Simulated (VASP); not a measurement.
# Sb (R-3m) in VASP: notebook, part 3 of 3

VASP 6.6.1.

### 5 Single point, PBEsol

This run uses another cell than the first one, of 29.87 Å³/atom, 0.989 times its volume.

File INCAR:

```
PREC     = Accurate       # precision mode
ENCUT    = 520            # plane-wave cutoff, eV
EDIFF    = 1E-6           # SCF threshold, eV
ISMEAR   = -1             # smearing method
SIGMA    = 0.05           # smearing width, eV
LREAL    = False          # projectors in reciprocal space
LASPH    = True           # aspherical terms in the spheres
NELM     = 80             # most SCF steps
ALGO     = Normal         # electronic algorithm
ISIF     = 2              # what is computed and relaxed
LWAVE    = False          # write WAVECAR
LCHARG   = False          # write CHGCAR
GGA      = PS             # functional
NBANDS   = 12             # bands
```

File KPOINTS:

```
regular mesh
0
Gamma
  8 8 8
```

File POSCAR:

```
Sb
1.0
    2.1624420867      1.2484865209      3.6878567619
   -2.1624420867      1.2484865209      3.6878567619
    0.0000000000     -2.4969730418      3.6878567619
Sb
2
Direct
    0.7647331581      0.7647331581      0.7647331581
    0.2352668419      0.2352668419      0.2352668419
```

Potentials or basis: VASP PAW PBE potentials, release 64 (Sb).

The run is started by

```console
cat potpaw_PBE.64/Sb/POTCAR > POTCAR
mpirun -np 1 vasp_std > vasp.out
```

OUTCAR:

```text
PREC = Accurate
   ENCUT = 520
   EDIFF = 1E-6
   ISMEAR = -1
   LREAL = False
   LASPH = True
   NELM = 80
   ISIF = 2
   GGA = PS

 ion  position               nearest neighbor table
   1  0.765  0.765  0.765-   2 2.92   2 2.92   2 2.92   2 3.31   2 3.31   2 3.31
   2  0.235  0.235  0.235-   1 2.92   1 2.92   1 2.92   1 3.31   1 3.31   1 3.31

  LATTYP: Found a trigonal (rhomboedric) cell.
 ALAT       =     4.4536683607
 COS(alpha) =     0.5284983496

  Lattice vectors:

 A1 = (   2.1624420867,   1.2484865209,   3.6878567619)
 A2 = (  -2.1624420867,   1.2484865209,   3.6878567619)
 A3 = (   0.0000000000,  -2.4969730418,   3.6878567619)

Analysis of symmetry for initial positions (statically):
=====================================================================
 Subroutine PRICEL returns:
 Original cell was already a primitive cell.

 Routine SETGRP: Setting up the symmetry group for a
 trigonal (rhombohedral) supercell.

 Subroutine GETGRP returns: Found 12 space group operations
 (whereof 12 operations were pure point group operations)
 out of a pool of 12 trial point group operations.

The static configuration has the point symmetry D_3d.

Analysis of symmetry for dynamics (positions and initial velocities):
[... 165 lines left out ...]

 k-point     1 :       0.0000    0.0000    0.0000
  band No.  band energies     occupation
      1      -5.5151      2.00000
      2       2.5183      2.00000
      3       5.2894      2.00000
      4       5.4126      2.00000
      5       5.4126      2.00000
      6       9.4974      0.00000
      7      10.0337      0.00000
      8      10.0337      0.00000
      9      12.1862      0.00000
     10      12.1862      0.00000
     11      12.3762      0.00000
     12      13.7247      0.00000
[... 331 lines left out ...]
 k-point    24 :       0.3750    0.1250    0.1250
  band No.  band energies     occupation
      1      -4.4907      2.00000
      2      -0.3191      2.00000
      3       3.9345      2.00000
      4       5.8154      2.00000
      5       7.2831      0.82503
      6       7.4684      0.03396
      7       7.7569      0.00011
      8      10.3839      0.00000
      9      12.1517      0.00000
     10      13.1021      0.00000
     11      14.6755      0.00000
     12      16.1158      0.00000

 [... further k-points ...]
[... 5 lines left out ...]
  --------------------------------------------------------------------------------------
  -------------------------------------------------------------------------------------
  Total        0.0679240      0.0679240      0.0504242      0.0000000     -0.0000000      0.0000000
  in kB        1.8217138      1.8217138      1.3523709      0.0000000     -0.0000000      0.0000000
  external PRESSURE =       1.6652662 kB  Pullay stress =       0.0000000 kB

 VOLUME and BASIS-vectors are now :
 -----------------------------------------------------------------------------
  energy-cutoff  :      520.00
  volume of cell :       59.74
      direct lattice vectors                 reciprocal lattice vectors
     2.162442087  1.248486521  3.687856762     0.231220065  0.133494967  0.090386735
    -2.162442087  1.248486521  3.687856762    -0.231220065  0.133494967  0.090386735
     0.000000000 -2.496973042  3.687856762     0.000000000 -0.266989934  0.090386735

 POSITION                                       TOTAL-FORCE (eV/Angst)
 -----------------------------------------------------------------------------------
      0.00000      0.00000      8.46068         0.000000      0.000000     -0.047740
      0.00000      0.00000      2.60289         0.000000      0.000000      0.047740
 -----------------------------------------------------------------------------------
    total drift:                                0.000000      0.000000      0.000000

  FREE ENERGIE OF THE ION-ELECTRON SYSTEM (eV)
  ---------------------------------------------------
  free  energy   TOTEN  =        -9.1243501942 eV

  energy  without entropy=       -9.1217385464  energy(sigma->0) =       -9.12304437
```

It took 35 s on 1 thread of Intel Xeon Platinum 8488C (Sapphire Rapids), shared host; peak memory 0.22 GiB.

Results:

| Item | Value |
| --- | --- |
| Free energy | -9.1244 eV |
| Pressure | 0.2 GPa |
| Largest force | 0.048 eV/Å |
| Band gap on the k mesh | zero (band 5 reaches 7.28 eV, above the bottom of band 6 at 7.03 eV) |

Forces on the atoms (eV/Å):
```
Sb   0.000  0.000 -0.048
Sb   0.000  0.000  0.048
```

Levels at points of the mesh, in eV from the Fermi level:
| k point | band 2 | band 3 | band 4 | band 5 | band 6 | band 7 | band 8 | band 9 |
| --- | --- | --- | --- | --- | --- | --- | --- | --- |
| (0.00, 0.00, 0.00) | -4.75 | -1.98 | -1.85 | -1.85 | 2.23 | 2.77 | 2.77 | 4.92 |
| (0.50, 0.00, 0.00) | -9.73 | -1.84 | -1.65 | -0.32 | -0.23 | 0.20 | 0.32 | 7.75 |
| (0.50, 0.50, 0.00) | -7.95 | -5.58 | -3.78 | -3.76 | 1.51 | 5.03 | 5.46 | 7.08 |
| (0.50, 0.50, 0.50) | -9.12 | -1.32 | -1.32 | -0.55 | -0.05 | -0.05 | 0.93 | 7.17 |

Caveat: the PAW data sets were made with another functional, which shifts forces and pressure a little; spin-orbit coupling is left out, which moves the levels of the heavy elements.

### 6 The runs side by side

```tsv
task	level	potentials or basis	cell	cutoff (eV)	gap on the mesh (eV)	pressure (GPa)	relaxed volume (Å³/atom)	largest force (eV/Å)
relaxation of cell and atoms	RPBE+D4	VASP PAW PBE potentials, release 64 (Sb)	relaxed from a = 4.507 Å, angles 57.1°, 2 atoms	600	none	0.0	28.79	0.01
relaxation of cell and atoms	PBE exchange alone	VASP PAW PBE potentials, release 64 (Sb)	relaxed from a = 4.507 Å, angles 57.1°, 2 atoms	600	0.72	0.0	62.23	-
single point	LDA	VASP PAW LDA potentials, release 64 (Sb)	a = 4.419 Å, angles 58.2°, 2 atoms	520	none	0.3	-	0.07
single point	PBEsol	VASP PAW PBE potentials, release 64 (Sb)	a = 4.454 Å, angles 58.1°, 2 atoms	520	none	0.2	-	0.05
```

Alike in all rows: no spin polarisation; k mesh 8 × 8 × 8; smearing fermi-dirac 0.05 eV.

Caveats: spin-orbit coupling is left out, which moves the levels of the heavy elements; the PAW data sets were made with another functional, which shifts forces and pressure a little (some runs); pairwise dispersion overbinds metals, which lowers pressure and volume (some runs); the volume moved by over 15 % at a fixed basis, so the end points are rough (some runs); the volume moved by +106 % from the deposited cell, more than functionals usually miss (some runs).

Total energies depend on the potentials used, so only differences within one code and one set of settings carry meaning.
